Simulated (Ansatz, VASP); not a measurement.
Two plane-wave programs on BAs

Contents of POSCAR:

```
BAs
1.0
    0.0000000000      2.4046893507      2.4046893507
    2.4046893507      0.0000000000      2.4046893507
    2.4046893507      2.4046893507      0.0000000000
B As
1 1
Direct
    0.2500000000      0.2500000000      0.2500000000
    0.5000000000      0.5000000000      0.5000000000
```

File INCAR.step1:

```
SYSTEM = BAs
PREC = Accurate
ENCUT = 550
ISMEAR = 0
SIGMA = 0.02
LREAL = .FALSE.
LASPH = .TRUE.
NELM = 120
NBANDS = 11
GGA = PE
ALGO = Normal
EDIFF = 1E-5
LWAVE = .TRUE.
LCHARG = .FALSE.
GGA_COMPAT = .FALSE.
```

File INCAR.step2:

```
SYSTEM = BAs
PREC = Accurate
ENCUT = 550
EDIFF = 1E-6
ISMEAR = 0
SIGMA = 0.02
LREAL = .FALSE.
LASPH = .TRUE.
NELM = 120
ALGO = Normal
ISIF = 2
LWAVE = .FALSE.
LCHARG = .FALSE.
METAGGA = R2SCAN
LMIXTAU = .TRUE.
NBANDS = 11
ISTART = 1
GGA_COMPAT = .FALSE.
```

File KPOINTS:

```
regular mesh
0
G
  10 10 10
  0 0 0
```

Input for Ansatz:

```yaml
crystal:
  lattice:
    - [0.0, 2.4046893507, 2.4046893507]
    - [2.4046893507, 0.0, 2.4046893507]
    - [2.4046893507, 2.4046893507, 0.0]
  atoms:
    - { symbol: B, position: [0.25, 0.25, 0.25] }
    - { symbol: As, position: [0.5, 0.5, 0.5] }
basis:
  ecutwfc: 500
kpoints:
  mp_grid: { grid: [10, 10, 10] }
  band_path:
    path:
      - [[0.0, 0.0, 0.0], [-0.5, -0.5, 0.0], [-0.375, -0.375, 0.25]]
      - [[-0.375, 0.0, 0.375], [0.0, 0.0, 0.0], [0.0, 0.0, 0.5], [-0.5, -0.25, 0.25], [-0.5, -0.5, 0.0]]
    npoints: 14
hamiltonian:
  xc: r2scan
scf:
  occupations: { method: gaussian, width: 0.02 }
  n_extra_bands: 6
output:
  forces: true
  stress: true
  eigenvalues: true
  populations: true
  dos: { projected: true, de: 0.02, nscf_kmesh: { grid: [15, 15, 15] } }
  bader: true
```

Alike in both runs: task single point; functional r2SCAN; k mesh 10 × 10 × 10; occupations gaussian, width 0.02 eV; no spin polarisation.

```csv
,VASP,Ansatz
version,VASP 6.6.1,Ansatz 0.2.0
potentials or method,"VASP PAW PBE potentials, release 64 (B, As), cutoff 550 eV","scalar-relativistic, plane waves, PAW"
valence electrons in the cell,8,18
```

Ansatz gave:

```
gap on the k mesh at the Fermi level (eV) : 1.39
least direct gap on the mesh (eV)         : 3.42
pressure (GPa)                            : -2.2
```

Task: Which values does VASP return?

Result: gap on the k mesh at the Fermi level (eV): 1.39; least direct gap on the mesh (eV): 3.42; pressure (GPa): -2.0.

VASP's potentials were made for PBE, not for r2SCAN. With one functional, cell and mesh, what is left measures potentials, basis and numerics. VASP's potentials hold 8 valence electrons a cell and Ansatz's 18, so a difference there can come from the potentials and not from the codes.
